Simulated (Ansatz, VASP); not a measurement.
# Two plane-wave programs on HfC

```
Hf C
1.0
     3.34287    0.00000    0.00000
    -1.67143    2.89501    0.00000
     0.00000    0.00000    5.20271
Hf C
2 2
Cartesian
  0.0000 1.9300 1.3007
  1.6714 0.9650 3.9020
  0.0000 0.0000 2.6014
  0.0000 0.0000 0.0000
```

Alike in both runs: task single point; functional PBE-based screened hybrid; k mesh 5 × 5 × 3; occupations fermi-dirac, width 0.05 eV; no spin polarisation.

|  | VASP | Ansatz |
| --- | --- | --- |
| version | VASP 6.6.1 | Ansatz 0.2.0 |
| potentials or method | VASP PAW PBE potentials, release 64 (Hf_pv, C) | Ansatz PAW |
| plane-wave cutoff (eV) | 520 | 420 |
| valence electrons in the cell | 28 | 60 |

Ansatz gave:

```
gap on the k mesh at the Fermi level (eV)                     : none
pressure (GPa)                                                : -4.7
traceless stress, the component that is largest in VASP (GPa) : 2.71
```

**Question.** Which values does VASP return?

**Answer.** gap on the k mesh at the Fermi level (eV): none; pressure (GPa): -8.8; traceless stress, the component that is largest in VASP (GPa): 2.59.

VASP's potentials were made for PBE, not for PBE-based screened hybrid. A gap of «none» marks a metal or a gap that the smearing closes. VASP's potentials hold 28 valence electrons a cell and Ansatz's 60, so a difference there can come from the potentials and not from the codes.

The k mesh is coarse, so the values compare programs but aren't converged. Neither program's run includes spin-orbit coupling.
